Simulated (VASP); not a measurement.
RbCl3, 8 atoms in the cell. It takes space group P6_3/m (No. 176, hexagonal). The conventional cell has a = 7.993 Å, b = 7.993 Å, c = 4.348 Å, α = 90.00°, β = 90.00°, γ = 120.00°. Within 4.0 Å of Rb (site symmetry -6) lie 9 Cl at 3.03 to 3.17 Å. Cl (site symmetry m) has 3 Rb at 3.03 to 3.17 Å and 8 Cl at 3.52 to 3.65 Å within 4.0 Å. The cell was generated, and may not be a known phase.

```yaml
Program: VASP 6.6.1
Task: single point
Functional: PBE
Potentials_or_basis: VASP PAW PBE potentials, release 64 (Rb_sv, Cl)
Cutoff: 520 eV
k_mesh: 3 × 3 × 4
Occupations: gaussian, width 0.1 eV
Spin: no spin polarisation
Dipole_correction: no
Further_INCAR_settings: ALGO = Normal; EDIFF = 1e-06; NBANDS = 40
```

Potentials or basis: VASP PAW PBE potentials, release 64 (Rb_sv, Cl).

Run with:

```bash
$ cat potpaw_PBE.64/Rb_sv/POTCAR potpaw_PBE.64/Cl/POTCAR > POTCAR
$ mpirun -np 1 vasp_std > vasp.out
```

Hardware: 1 thread of Oxide Virtual Turin-like Processor (shared host).

**Question.** How long does it take, and how much memory?

**Answer.** It took 2.7 min on 1 thread of Oxide Virtual Turin-like Processor (shared host), peak memory 0.31 GiB. Counts: scf iterations 13, k points 9.
